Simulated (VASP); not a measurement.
Here is a VASP 6.6.1 calculation.

The input INCAR:

```
  PREC = Accurate
  ENCUT = 600
  EDIFF = 1E-6
  ISMEAR = 0
  SIGMA = 0.1
  LREAL = False
  LASPH = True
  NELM = 200
  ALGO = Normal
  ISIF = 2
  LWAVE = False
  LCHARG = False
  ISPIN = 2
  MAGMOM = 2.6 2.87 2.87 1.99
  LORBIT = 11
  LMAXMIX = 4
  GGA = PS
  NBANDS = 28
  GGA_COMPAT = False
```

Contents of KPOINTS:

```
regular mesh
0
Gamma
  5 5 7
```

Contents of POSCAR:

```
Fe3Co
1.0
    4.0235794450      0.0000000000      0.0000000000
    0.0000000000      4.0235794450      0.0000000000
    0.0000000000      0.0000000000      2.8277051700
Fe Co
3 1
Direct
    0.5000000000      0.5000000000      0.0000000000
    0.5000000000      0.0000000000      0.5000000000
    0.0000000000      0.5000000000      0.5000000000
    0.0000000000      0.0000000000      0.0000000000
```

Potentials or basis: VASP PAW PBE potentials, release 64 (Fe, Co).

Launch:

```sh
$ cat potpaw_PBE.64/Fe/POTCAR potpaw_PBE.64/Co/POTCAR > POTCAR
$ mpirun -np 1 vasp_std > vasp.out
```

**Question.** What does it give for the net moment?

**Answer.** 9.20 μB per cell.

**Question.** Predict the site moments.

**Answer.** Fe +2.33, +2.57 (each value once); Co +1.72 μB.

Stress tensor (GPa, compression positive):
```
-8.58  0.00  0.00
 0.00 -8.58  0.00
 0.00  0.00 -7.75
```

Caveat: the cell stands under tension; the PAW data sets were made with another functional, which shifts forces and pressure a little.
